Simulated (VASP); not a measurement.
# In3Se (Pm-3m) in VASP: further runs

Runs on In3Se. Level: PBE. Tasks: single point.

Everything below comes from runs of VASP 6.6.1. Logs are shortened: lines on timing, memory, paths and dates and some standing lists are left out, and cuts for length are marked.

## 1. The cell of the first run

The structure is cubic, space group Pm-3m (No. 221). The conventional cell has a = 4.804 Å, b = 4.804 Å, c = 4.804 Å, α = 90.00°, β = 90.00°, γ = 90.00°. In (site symmetry 4/mmm) has 8 In at 3.40 Å and 4 Se at 3.40 Å within 4.5 Å. Se (site symmetry m-3m) has 12 In at 3.40 Å within 4.5 Å.

## 2. Single point, PBE

The input, INCAR:

```
PREC = Accurate
ENCUT = 520
EDIFF = 1E-7
ISMEAR = 0
SIGMA = 0.1
LREAL = F
LASPH = T
NELM = 60
ALGO = Normal
ISIF = 2
LWAVE = F
LCHARG = F
GGA = PE
NBANDS = 30
```

The input, KPOINTS:

```
regular mesh
0
Gamma
  5 5 5
```

The input, POSCAR:

```
In3Se
1.0
    4.8037580000      0.0000000000      0.0000000000
    0.0000000000      4.8037580000      0.0000000000
    0.0000000000      0.0000000000      4.8037580000
In Se
3 1
Direct
    0.0000000000      0.5000000000      0.5000000000
    0.5000000000      0.0000000000      0.5000000000
    0.5000000000      0.5000000000      0.0000000000
    0.0000000000      0.0000000000      0.0000000000
```

Potentials or basis: VASP PAW PBE potentials, release 64 (In_d, Se).

On the command line:

```
$ cat potpaw_PBE.64/In_d/POTCAR potpaw_PBE.64/Se/POTCAR > POTCAR
$ mpirun -np 1 vasp_std > vasp.out
```

OUTCAR:

```text
PREC = Accurate
   ENCUT = 520
   EDIFF = 1E-7
   ISMEAR = 0
   LREAL = F
   LASPH = T
   NELM = 60
   ISIF = 2
   GGA = PE

 ion  position               nearest neighbor table
   1  0.000  0.500  0.500-   2 3.40   3 3.40   4 3.40   3 3.40   4 3.40   2 3.40   4 3.40   4 3.40
                             2 3.40   3 3.40   3 3.40   2 3.40
   2  0.500  0.000  0.500-   1 3.40   3 3.40   4 3.40   3 3.40   4 3.40   1 3.40   3 3.40   3 3.40
                             1 3.40   4 3.40   4 3.40   1 3.40
   3  0.500  0.500  0.000-   1 3.40   2 3.40   4 3.40   1 3.40   2 3.40   2 3.40   4 3.40   2 3.40
                             1 3.40   4 3.40   1 3.40   4 3.40
   4  0.000  0.000  0.000-   1 3.40   2 3.40   3 3.40   1 3.40   2 3.40   1 3.40   3 3.40   1 3.40
                             2 3.40   3 3.40   2 3.40   3 3.40

  LATTYP: Found a simple cubic cell.
 ALAT       =     4.8037580000

  Lattice vectors:

 A1 = (   4.8037580000,   0.0000000000,   0.0000000000)
 A2 = (   0.0000000000,   4.8037580000,   0.0000000000)
 A3 = (   0.0000000000,   0.0000000000,   4.8037580000)

Analysis of symmetry for initial positions (statically):
=====================================================================
 Subroutine PRICEL returns:
 Original cell was already a primitive cell.

 Routine SETGRP: Setting up the symmetry group for a
 simple cubic supercell.

 Subroutine GETGRP returns: Found 48 space group operations
 (whereof 48 operations were pure point group operations)
 out of a pool of 48 trial point group operations.

The static configuration has the point symmetry O_h .

Analysis of symmetry for dynamics (positions and initial velocities):
=====================================================================
 Subroutine PRICEL returns:
 Original cell was already a primitive cell.

 Routine SETGRP: Setting up the symmetry group for a
 simple cubic supercell.

 Subroutine GETGRP returns: Found 48 space group operations
 (whereof 48 operations were pure point group operations)
 out of a pool of 48 trial point group operations.

The dynamic configuration has the point symmetry O_h .

 Subroutine INISYM returns: Found 48 space group operations
 (whereof 48 operations are pure point group operations),
 and found     1 'primitive' translations

----------------------------------------------------------------------------------------

                                     Primitive cell

  volume of cell :     110.8520

  direct lattice vectors                    reciprocal lattice vectors
     4.803758000  0.000000000  0.000000000     0.208170353  0.000000000  0.000000000
     0.000000000  4.803758000  0.000000000     0.000000000  0.208170353  0.000000000
     0.000000000  0.000000000  4.803758000     0.000000000  0.000000000  0.208170353

  length of vectors
     4.803758000  4.803758000  4.803758000     0.208170353  0.208170353  0.208170353

  position of ions in fractional coordinates (direct lattice)
     0.000000000  0.500000000  0.500000000
     0.500000000  0.000000000  0.500000000
     0.500000000  0.500000000  0.000000000
     0.000000000  0.000000000  0.000000000

  ion indices of the primitive-cell ions
   primitive index   ion index
                 1           1
                 2           2
                 3           3
                 4           4

----------------------------------------------------------------------------------------

 KPOINTS: regular mesh

Automatic generation of k-mesh.
 Grid dimensions read from file:
 generate k-points for:    5    5    5

 Generating k-lattice:

  Cartesian coordinates                     Fractional coordinates (reciprocal lattice)
     0.041634071  0.000000000  0.000000000     0.200000000  0.000000000  0.000000000
     0.000000000  0.041634071  0.000000000     0.000000000  0.200000000  0.000000000
     0.000000000  0.000000000  0.041634071     0.000000000  0.000000000  0.200000000

  Length of vectors
     0.041634071  0.041634071  0.041634071

  Shift w.r.t. Gamma in fractional coordinates (k-lattice)
     0.000000000  0.000000000  0.000000000

 Subroutine IBZKPT returns following result:
 ===========================================

 Found     10 irreducible k-points:

 Following reciprocal coordinates:
            Coordinates               Weight
  0.000000  0.000000  0.000000      1.000000
  0.200000  0.000000  0.000000      6.000000
  0.400000  0.000000  0.000000      6.000000
  0.200000  0.200000  0.000000     12.000000
  0.400000  0.200000  0.000000     24.000000
  0.400000  0.400000  0.000000     12.000000
  0.200000  0.200000  0.200000      8.000000
  0.400000  0.200000  0.200000     24.000000
  0.400000  0.400000  0.200000     24.000000
  0.400000  0.400000  0.400000      8.000000
   k-points           NKPTS =     10   k-points in BZ     NKDIM =     10   number of bands    NBANDS=     30
   number of dos      NEDOS =    301   number of ions     NIONS =      4
   total plane-waves  NPLWV =  46656
   dimension x,y,z NGX =    36 NGY =   36 NGZ =   36
   dimension x,y,z NGXF=    72 NGYF=   72 NGZF=   72
   ions per type =               3   1
   NGX,Y,Z   is equivalent  to a cutoff of  12.46, 12.46, 12.46 a.u.
   NGXF,Y,Z  is equivalent  to a cutoff of  24.92, 24.92, 24.92 a.u.
 SYSTEM =  unknown system
   PREC   = accura    normal or accurate (medium, high low for compatibility)
   ISTART =      0    job   : 0-new  1-cont  2-samecut
   ICHARG =      2    charge: 1-file 2-atom 10-const
   ISPIN  =      1    spin polarized calculation?
   LNONCOLLINEAR =      F non collinear calculations
   LSORBIT =      F    spin-orbit coupling
   LASPH  =      T    aspherical Exc in radial PAW
   ENCUT  =  520.0 eV  38.22 Ry    6.18 a.u.   8.93  8.93  8.93*2*pi/ulx,y,z
   NELM   =     60;   NELMIN=  2; NELMDL= -5     # of ELM steps
   EDIFF  = 0.1E-06   stopping-criterion for ELM
   LREAL  =      F    real-space projection
   EDIFFG = 0.1E-05   stopping-criterion for IOM
   NSW    =      0    number of steps for IOM
   IBRION =     -1    ionic relax: 0-MD 1-quasi-New 2-CG
   NFREE  =      0    steps in history (QN), initial steepest desc. (CG)
   ISIF   =      2    stress and relaxation
   ISYM   =      2    0-nonsym 1-usesym 2-fastsym
   POTIM  = 0.5000    time-step for ionic-motion
   TEBEG  =    0.0;   TEEND  =   0.0 temperature during run
   PSTRESS=    0.0 pullay stress
   NELECT =      45.0000    total number of electrons
   NUPDOWN=      -1.0000    fix difference up-down
   EMIN   =  10.00;   EMAX   =-10.00  energy-range for DOS
   EFERMI =   0.00;   METHOD = LEGACY
   ISMEAR =     0;   SIGMA  =   0.10  broadening in eV -4-tet -1-fermi 0-gaus
   EFERMI_NEDOS =   21; number of points for ismear=-14 and -15
   IALGO  =     38    algorithm
   IMIX   =      4    mixing-type and parameters
     AMIX     =   0.40;   BMIX     =  1.00
     AMIX_MAG =   1.60;   BMIX_MAG =  1.00
  volume/ion in A,a.u.               =      27.71       187.02
  Fermi-wavevector in a.u.,A,eV,Ry     =   1.212173  2.290675 19.991897  1.469363
  Thomas-Fermi vector in A             =   2.347665
   LORBIT       =      0    0 simple, 1 ext, 2 COOP (PROOUT), +10 PAW based schemes
   GGA     = PE    functional components
   LHFCALC =     F    Hartree Fock is set to
   AEXX    =    0.0000 exact exchange contribution
   IVDW    =     0    specifies the selected vdW correction
   LEPSILON=     F    determine dielectric tensor
   LRPA    =     F    only Hartree local field effects (RPA)
 non-spin polarized calculation
 Gauss-broadening in eV      SIGMA  =   0.10
  energy-cutoff  :      520.00
  volume of cell :      110.85
 maximum number of plane-waves:      3005
 NGX is ok and might be reduce to    36
   NGX = 17   NGY = 17   NGZ = 17

 number of electron      45.0000024 magnetization

 Free energy of the ion-electron system (eV)
  ---------------------------------------------------
  ext. energy  EPLUGINS =         0.00000000
  ---------------------------------------------------
  free energy    TOTEN  =       -11.61895863 eV

  energy without entropy =      -11.60094691  energy(sigma->0) =      -11.60995277

 E-fermi :   5.9807     XC(G=0):  -9.7352

 val. band max:        5.9392128167   @ k =   0.4000   0.2000   0.2000
 cond. band min:       6.0434889339   @ k =   0.4000   0.0000   0.0000
 fundamental gap:      0.1042761173
 Fermi energy:         5.9807207094

 k-point     1 :       0.0000    0.0000    0.0000
  band No.  band energies     occupation
      1      -8.8264      2.00000
      2      -8.8264      2.00000
      3      -8.8264      2.00000
      4      -8.8263      2.00000
      5      -8.7125      2.00000
      6      -8.7125      2.00000
[... 22 lines left out ...]
     29      11.2397      0.00000
     30      12.8189      0.00000

 k-point     2 :       0.2000    0.0000    0.0000
  band No.  band energies     occupation
      1      -8.8205      2.00000
      2      -8.7944      2.00000
      3      -8.7917      2.00000
      4      -8.7917      2.00000
      5      -8.7085      2.00000
      6      -8.6903      2.00000
[... 22 lines left out ...]
     29      12.1429      0.00000
     30      12.8537      0.00000

 k-point     3 :       0.4000    0.0000    0.0000
  band No.  band energies     occupation
      1      -8.8103      2.00000
      2      -8.7270      2.00000
      3      -8.7007      2.00000
      4      -8.7007      2.00000
      5      -8.6953      2.00000
      6      -8.6407      2.00000
[... 22 lines left out ...]
     29      11.1152      0.00000
     30      12.0258      0.00000

 k-point     4 :       0.2000    0.2000    0.0000
  band No.  band energies     occupation
      1      -8.7967      2.00000
      2      -8.7858      2.00000
      3      -8.7754      2.00000
      4      -8.7522      2.00000
      5      -8.6964      2.00000
      6      -8.6727      2.00000
[... 154 lines left out ...]
     29      10.9410      0.00000
     30      12.5694      0.00000

 k-point     9 :       0.4000    0.4000    0.2000
  band No.  band energies     occupation
      1      -8.7517      2.00000
      2      -8.7242      2.00000
      3      -8.7231      2.00000
      4      -8.7087      2.00000
      5      -8.6979      2.00000
      6      -8.6473      2.00000
[... 22 lines left out ...]
     29      11.7385      0.00000
     30      12.2790      0.00000

 k-point    10 :       0.4000    0.4000    0.4000
  band No.  band energies     occupation
      1      -8.8009      2.00000
      2      -8.7414      2.00000
      3      -8.7237      2.00000
      4      -8.7237      2.00000
      5      -8.7054      2.00000
      6      -8.7054      2.00000
[... 22 lines left out ...]
     29      13.5114      0.00000
     30      13.7457      0.00000

------------------------ aborting loop because EDIFF is reached ----------------------------------------

  FORCE on cell =-STRESS in cart. coord.  units (eV):
  Direction    XX          YY          ZZ          XY          YZ          ZX
  --------------------------------------------------------------------------------------
  -------------------------------------------------------------------------------------
  Total        0.0846418      0.0846418      0.0846418      0.0000000     -0.0000000      0.0000000
  in kB        1.2233546      1.2233546      1.2233546      0.0000000     -0.0000000      0.0000000
  external PRESSURE =       1.2233546 kB  Pullay stress =       0.0000000 kB

 VOLUME and BASIS-vectors are now :
 -----------------------------------------------------------------------------
  energy-cutoff  :      520.00
  volume of cell :      110.85
      direct lattice vectors                 reciprocal lattice vectors
     4.803758000  0.000000000  0.000000000     0.208170353  0.000000000  0.000000000
     0.000000000  4.803758000  0.000000000     0.000000000  0.208170353  0.000000000
     0.000000000  0.000000000  4.803758000     0.000000000  0.000000000  0.208170353

 POSITION                                       TOTAL-FORCE (eV/Angst)
 -----------------------------------------------------------------------------------
      0.00000      2.40188      2.40188         0.000000      0.000000      0.000000
      2.40188      0.00000      2.40188         0.000000      0.000000      0.000000
      2.40188      2.40188      0.00000         0.000000      0.000000      0.000000
      0.00000      0.00000      0.00000         0.000000      0.000000      0.000000
 -----------------------------------------------------------------------------------
    total drift:                                0.000000      0.000000      0.000000

  FREE ENERGIE OF THE ION-ELECTRON SYSTEM (eV)
  ---------------------------------------------------
  free  energy   TOTEN  =       -11.6189586260 eV

  energy  without entropy=      -11.6009469064  energy(sigma->0) =      -11.60995277
```

Run time: 24 s. Hardware: 1 thread of AMD EPYC 9R45 (Zen 5), shared host; peak memory 0.17 GiB.

Results:

```yaml
Free_energy: -11.6190 eV
Pressure: 0.1 GPa
```

Caveat: spin-orbit coupling is left out, which moves the levels of the heavy elements.

## 3. Single point, PBE

The input, INCAR:

```
SYSTEM = In3Se
ALGO = Normal
EDIFF = 1E-6
ENCUT = 520
GGA = PE
ISIF = 2
ISMEAR = 0
LASPH = .True.
LCHARG = .True.
LELF = .True.
LREAL = .False.
LVHAR = .True.
LWAVE = .False.
NBANDS = 30
NELM = 80
PREC = Accurate
SIGMA = 0.2
```

The input, KPOINTS:

```
k-points
0
Gamma
  5 5 5
  0 0 0
```

POSCAR is that of step 2.

Potentials or basis: VASP PAW PBE potentials, release 64 (In_d, Se).

On the command line:

```
$ cat potpaw_PBE.64/In_d/POTCAR potpaw_PBE.64/Se/POTCAR > POTCAR
$ mpirun -np 1 vasp_std > vasp.out
```

Run time: 22 s. Hardware: 1 thread of AMD EPYC 9R45 (Zen 5), shared host; peak memory 0.17 GiB.

Results (log left out):

```yaml
Free_energy: -11.6406 eV
Pressure: 0.1 GPa
```

Levels at points of the mesh, in eV from the Fermi level:
```tsv
k point	band 18	band 19	band 20	band 21	band 22	band 23	band 24	band 25	band 26	band 27
(0.00, 0.00, 0.00)	-3.24	-3.24	-3.24	-2.23	-2.23	1.14	1.14	1.14	4.19	4.19
```

Caveat: spin-orbit coupling is left out, which moves the levels of the heavy elements.
